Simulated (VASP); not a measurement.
# Pb2O (P4_2/nnm) in VASP: single point with PBE

Aim: the single point of Pb2O with PBE.

All numbers are computed with VASP 6.6.1; they aren't measurements. Logs are shortened: lines on timing, memory, paths and dates and some standing lists are left out, and cuts for length are marked.

### Step 1. The cell of the first run

The structure is tetragonal, space group P4_2/nnm (No. 134). The conventional cell has a = 5.229 Å, b = 5.229 Å, c = 5.623 Å, α = 90.00°, β = 90.00°, γ = 90.00°. Within 3.1 Å of Pb (site symmetry 2/m) lie 2 O at 2.32 Å. O (site symmetry -42m) has 4 Pb at 2.32 Å within 3.1 Å.

### Step 2. Single point, PBE (biaxial strain in the a-b plane: -4.5 %)

Input file INCAR:

```
PREC     = Accurate       # precision mode
ENCUT    = 520            # plane-wave cutoff, eV
EDIFF    = 1E-6           # SCF threshold, eV
ISMEAR   = 0              # smearing method
SIGMA    = 0.1            # smearing width, eV
LREAL    = False          # projectors in reciprocal space
LASPH    = True           # aspherical terms in the spheres
NELM     = 60             # most SCF steps
ALGO     = Normal         # electronic algorithm
ISIF     = 2              # what is computed and relaxed
LWAVE    = False          # write WAVECAR
LCHARG   = False          # write CHGCAR
GGA      = PE             # functional
NBANDS   = 43             # bands
```

Input file KPOINTS:

```
regular mesh
0
Gamma
  8 8 8
```

Input file POSCAR:

```
Pb2O
1.0
    5.2289821538      0.0000000000      0.0000000000
    0.0000000000      5.2289821538      0.0000000000
    0.0000000000      0.0000000000      5.6232090806
Pb O
4 2
Direct
    0.2500000000      0.2500000000      0.2500000000
    0.7500000000      0.7500000000      0.2500000000
    0.2500000000      0.7500000000      0.7500000000
    0.7500000000      0.2500000000      0.7500000000
    0.0000000000      0.0000000000      0.0000000000
    0.5000000000      0.5000000000      0.5000000000
```

Potentials or basis: VASP PAW PBE potentials, release 64 (Pb_d, O).

Launch:

```sh
$ cat potpaw_PBE.64/Pb_d/POTCAR potpaw_PBE.64/O/POTCAR > POTCAR
$ mpirun -np 1 vasp_std > vasp.out
```

OUTCAR:

```text
PREC = Accurate
   ENCUT = 520
   EDIFF = 1E-6
   ISMEAR = 0
   LREAL = False
   LASPH = True
   NELM = 60
   ISIF = 2
   GGA = PE

 ion  position               nearest neighbor table
   1  0.250  0.250  0.250-   5 2.32   6 2.32   2 3.70   2 3.70   2 3.70   2 3.70   4 3.84   3 3.84
                             3 3.84   3 3.84   4 3.84   4 3.84   4 3.84   3 3.84
   2  0.750  0.750  0.250-   5 2.32   6 2.32   1 3.70   1 3.70   1 3.70   1 3.70   4 3.84   3 3.84
                             4 3.84   4 3.84   4 3.84   3 3.84   3 3.84   3 3.84
   3  0.250  0.750  0.750-   5 2.32   6 2.32   4 3.70   4 3.70   4 3.70   4 3.70   2 3.84   1 3.84
                             2 3.84   1 3.84   2 3.84   1 3.84   2 3.84   1 3.84
   4  0.750  0.250  0.750-   5 2.32   6 2.32   3 3.70   3 3.70   3 3.70   3 3.70   2 3.84   2 3.84
                             2 3.84   2 3.84   1 3.84   1 3.84   1 3.84   1 3.84
   5  0.000  0.000  0.000-   1 2.32   2 2.32   3 2.32   4 2.32
   6  0.500  0.500  0.500-   1 2.32   2 2.32   3 2.32   4 2.32

  LATTYP: Found a simple tetragonal cell.
 ALAT       =     5.2289821538
 C/A-ratio  =     1.0753926702

  Lattice vectors:

 A1 = (   5.2289821538,   0.0000000000,   0.0000000000)
 A2 = (   0.0000000000,   5.2289821538,   0.0000000000)
 A3 = (   0.0000000000,   0.0000000000,   5.6232090806)

Analysis of symmetry for initial positions (statically):
=====================================================================
 Subroutine PRICEL returns:
 Original cell was already a primitive cell.

 Routine SETGRP: Setting up the symmetry group for a
 simple tetragonal supercell.

 Subroutine GETGRP returns: Found 16 space group operations
 (whereof  8 operations were pure point group operations)
 out of a pool of 16 trial point group operations.

The static configuration has the point symmetry D_2d.
 The point group associated with its full space group is D_4h.

Analysis of symmetry for dynamics (positions and initial velocities):
=====================================================================
 Subroutine PRICEL returns:
 Original cell was already a primitive cell.

 Routine SETGRP: Setting up the symmetry group for a
 simple tetragonal supercell.

 Subroutine GETGRP returns: Found 16 space group operations
 (whereof  8 operations were pure point group operations)
 out of a pool of 16 trial point group operations.

The dynamic configuration has the point symmetry D_2d.
 The point group associated with its full space group is D_4h.

 Subroutine INISYM returns: Found 16 space group operations
 (whereof  8 operations are pure point group operations),
 and found     1 'primitive' translations

----------------------------------------------------------------------------------------

                                     Primitive cell

  volume of cell :     153.7512

  direct lattice vectors                    reciprocal lattice vectors
     5.228982154  0.000000000  0.000000000     0.191241808  0.000000000  0.000000000
     0.000000000  5.228982154  0.000000000     0.000000000  0.191241808  0.000000000
     0.000000000  0.000000000  5.623209081     0.000000000  0.000000000  0.177834398

  length of vectors
     5.228982154  5.228982154  5.623209081     0.191241808  0.191241808  0.177834398

  position of ions in fractional coordinates (direct lattice)
     0.250000000  0.250000000  0.250000000
     0.750000000  0.750000000  0.250000000
     0.250000000  0.750000000  0.750000000
     0.750000000  0.250000000  0.750000000
     0.000000000  0.000000000  0.000000000
     0.500000000  0.500000000  0.500000000

  ion indices of the primitive-cell ions
   primitive index   ion index
                 1           1
                 2           2
                 3           3
                 4           4
                 5           5
                 6           6

----------------------------------------------------------------------------------------

 KPOINTS: regular mesh

Automatic generation of k-mesh.
 Grid dimensions read from file:
 generate k-points for:    8    8    8

 Generating k-lattice:

  Cartesian coordinates                     Fractional coordinates (reciprocal lattice)
     0.023905226  0.000000000  0.000000000     0.125000000  0.000000000  0.000000000
     0.000000000  0.023905226  0.000000000     0.000000000  0.125000000  0.000000000
     0.000000000  0.000000000  0.022229300     0.000000000  0.000000000  0.125000000

  Length of vectors
     0.023905226  0.023905226  0.022229300

  Shift w.r.t. Gamma in fractional coordinates (k-lattice)
     0.000000000  0.000000000  0.000000000

 Subroutine IBZKPT returns following result:
 ===========================================

 Found     75 irreducible k-points:

 Following reciprocal coordinates:
            Coordinates               Weight
  0.000000  0.000000  0.000000      1.000000
  0.125000  0.000000  0.000000      4.000000
  0.250000  0.000000  0.000000      4.000000
  0.375000  0.000000  0.000000      4.000000
  0.500000  0.000000  0.000000      2.000000
  0.125000  0.125000  0.000000      4.000000
[... 16 lines left out ...]
  0.375000  0.125000  0.125000     16.000000
  0.500000  0.125000  0.125000      8.000000
 [... further k-points ...]
   k-points           NKPTS =     75   k-points in BZ     NKDIM =     75   number of bands    NBANDS=     43
   number of dos      NEDOS =    301   number of ions     NIONS =      6
   total plane-waves  NPLWV =  67200
   dimension x,y,z NGX =    40 NGY =   40 NGZ =   42
   dimension x,y,z NGXF=    80 NGYF=   80 NGZF=   84
   ions per type =               4   2
   NGX,Y,Z   is equivalent  to a cutoff of  12.72, 12.72, 12.42 a.u.
   NGXF,Y,Z  is equivalent  to a cutoff of  25.43, 25.43, 24.83 a.u.
 SYSTEM =  unknown system
   PREC   = accura    normal or accurate (medium, high low for compatibility)
   ISTART =      0    job   : 0-new  1-cont  2-samecut
   ICHARG =      2    charge: 1-file 2-atom 10-const
   ISPIN  =      1    spin polarized calculation?
   LNONCOLLINEAR =      F non collinear calculations
   LSORBIT =      F    spin-orbit coupling
   LASPH  =      T    aspherical Exc in radial PAW
   ENCUT  =  520.0 eV  38.22 Ry    6.18 a.u.   9.72  9.72 10.46*2*pi/ulx,y,z
   NELM   =     60;   NELMIN=  2; NELMDL= -5     # of ELM steps
   EDIFF  = 0.1E-05   stopping-criterion for ELM
   LREAL  =      F    real-space projection
   EDIFFG = 0.1E-04   stopping-criterion for IOM
   NSW    =      0    number of steps for IOM
   IBRION =     -1    ionic relax: 0-MD 1-quasi-New 2-CG
   NFREE  =      0    steps in history (QN), initial steepest desc. (CG)
   ISIF   =      2    stress and relaxation
   ISYM   =      2    0-nonsym 1-usesym 2-fastsym
   POTIM  = 0.5000    time-step for ionic-motion
   TEBEG  =    0.0;   TEEND  =   0.0 temperature during run
   PSTRESS=    0.0 pullay stress
   NELECT =      68.0000    total number of electrons
   NUPDOWN=      -1.0000    fix difference up-down
   EMIN   =  10.00;   EMAX   =-10.00  energy-range for DOS
   EFERMI =   0.00;   METHOD = LEGACY
   ISMEAR =     0;   SIGMA  =   0.10  broadening in eV -4-tet -1-fermi 0-gaus
   EFERMI_NEDOS =   21; number of points for ismear=-14 and -15
   IALGO  =     38    algorithm
   IMIX   =      4    mixing-type and parameters
     AMIX     =   0.40;   BMIX     =  1.00
     AMIX_MAG =   1.60;   BMIX_MAG =  1.00
  volume/ion in A,a.u.               =      25.63       172.93
  Fermi-wavevector in a.u.,A,eV,Ry     =   1.247302  2.357059 21.167431  1.555762
  Thomas-Fermi vector in A             =   2.381440
   LORBIT       =      0    0 simple, 1 ext, 2 COOP (PROOUT), +10 PAW based schemes
   GGA     = PE    functional components
   LHFCALC =     F    Hartree Fock is set to
   AEXX    =    0.0000 exact exchange contribution
   IVDW    =     0    specifies the selected vdW correction
   LEPSILON=     F    determine dielectric tensor
   LRPA    =     F    only Hartree local field effects (RPA)
 non-spin polarized calculation
 Gauss-broadening in eV      SIGMA  =   0.10
  energy-cutoff  :      520.00
  volume of cell :      153.75
 maximum number of plane-waves:      4180
 NGX is ok and might be reduce to    40
   NGX = 19   NGY = 19   NGZ = 21

 number of electron      67.9999987 magnetization

 Free energy of the ion-electron system (eV)
  ---------------------------------------------------
  ext. energy  EPLUGINS =         0.00000000
  ---------------------------------------------------
  free energy    TOTEN  =       -26.44536573 eV

  energy without entropy =      -26.43680118  energy(sigma->0) =      -26.44108345

 E-fermi :   5.1452     XC(G=0):  -9.5891

 val. band max:        5.1415917162   @ k =   0.3750   0.0000   0.1250
 cond. band min:       5.1602215068   @ k =   0.5000   0.1250   0.2500
 fundamental gap:      0.0186297906
 Fermi energy:         5.1451510597

 k-point     1 :       0.0000    0.0000    0.0000
  band No.  band energies     occupation
      1     -13.4851      2.00000
      2     -12.3103      2.00000
      3     -11.3934      2.00000
      4     -11.3632      2.00000
      5     -11.3415      2.00000
      6     -11.3188      2.00000
[... 35 lines left out ...]
     42      10.8884      0.00000
     43      10.8884      0.00000

 k-point     2 :       0.1250    0.0000    0.0000
  band No.  band energies     occupation
      1     -13.4561      2.00000
      2     -12.3978      2.00000
      3     -11.3857      2.00000
      4     -11.3586      2.00000
      5     -11.3347      2.00000
      6     -11.3168      2.00000
[... 35 lines left out ...]
     42      11.0073      0.00000
     43      11.2603      0.00000

 k-point     3 :       0.2500    0.0000    0.0000
  band No.  band energies     occupation
      1     -13.3702      2.00000
      2     -12.5983      2.00000
      3     -11.3649      2.00000
      4     -11.3446      2.00000
      5     -11.3160      2.00000
      6     -11.3134      2.00000
[... 919 lines left out ...]
      6     -11.2890      2.00000
[... 35 lines left out ...]
     42      10.5459      0.00000
     43      11.5431      0.00000

 k-point    24 :       0.5000    0.1250    0.1250
  band No.  band energies     occupation
      1     -13.1201      2.00000
      2     -12.9703      2.00000
      3     -11.3221      2.00000
      4     -11.3150      2.00000
      5     -11.2997      2.00000
      6     -11.2837      2.00000
[... 35 lines left out ...]
     42      10.4218      0.00000
     43      11.4824      0.00000

 [... further k-points ...]
[... 5 lines left out ...]
  --------------------------------------------------------------------------------------
  -------------------------------------------------------------------------------------
  Total        3.5824962      3.5824962      3.0129703      0.0000000     -0.0000000      0.0000000
  in kB       37.3317001     37.3317001     31.3969083      0.0000000     -0.0000000      0.0000000
  external PRESSURE =      35.3534361 kB  Pullay stress =       0.0000000 kB

 VOLUME and BASIS-vectors are now :
 -----------------------------------------------------------------------------
  energy-cutoff  :      520.00
  volume of cell :      153.75
      direct lattice vectors                 reciprocal lattice vectors
     5.228982154  0.000000000  0.000000000     0.191241808  0.000000000  0.000000000
     0.000000000  5.228982154  0.000000000     0.000000000  0.191241808  0.000000000
     0.000000000  0.000000000  5.623209081     0.000000000  0.000000000  0.177834398

 POSITION                                       TOTAL-FORCE (eV/Angst)
 -----------------------------------------------------------------------------------
      1.30725      1.30725      1.40580         0.000000     -0.000000      0.000000
      3.92174      3.92174      1.40580        -0.000000      0.000000      0.000000
      1.30725      3.92174      4.21741         0.000000     -0.000000     -0.000000
      3.92174      1.30725      4.21741         0.000000      0.000000     -0.000000
      0.00000      0.00000      0.00000         0.000000      0.000000     -0.000000
      2.61449      2.61449      2.81160         0.000000      0.000000     -0.000000
 -----------------------------------------------------------------------------------
    total drift:                                0.000000     -0.000000      0.000000

  FREE ENERGIE OF THE ION-ELECTRON SYSTEM (eV)
  ---------------------------------------------------
  free  energy   TOTEN  =       -26.4453657257 eV

  energy  without entropy=      -26.4368011843  energy(sigma->0) =      -26.44108345
```

It took 10 min on 1 thread of Intel Xeon Platinum 8259CL at 2.50GHz (Skylake/Cascade Lake), shared host; peak memory 0.49 GiB.

What came out:

```
Free energy            : -26.4454 eV
Pressure               : 3.5 GPa
Band gap on the k mesh : zero (band 34 reaches 5.28 eV, above the bottom of band 35 at 4.36 eV)
```

Caveat: the cell differs from its parent crystal (biaxial strain in the a-b plane: -4.5 %); spin-orbit coupling is left out, which moves the levels of the heavy elements.
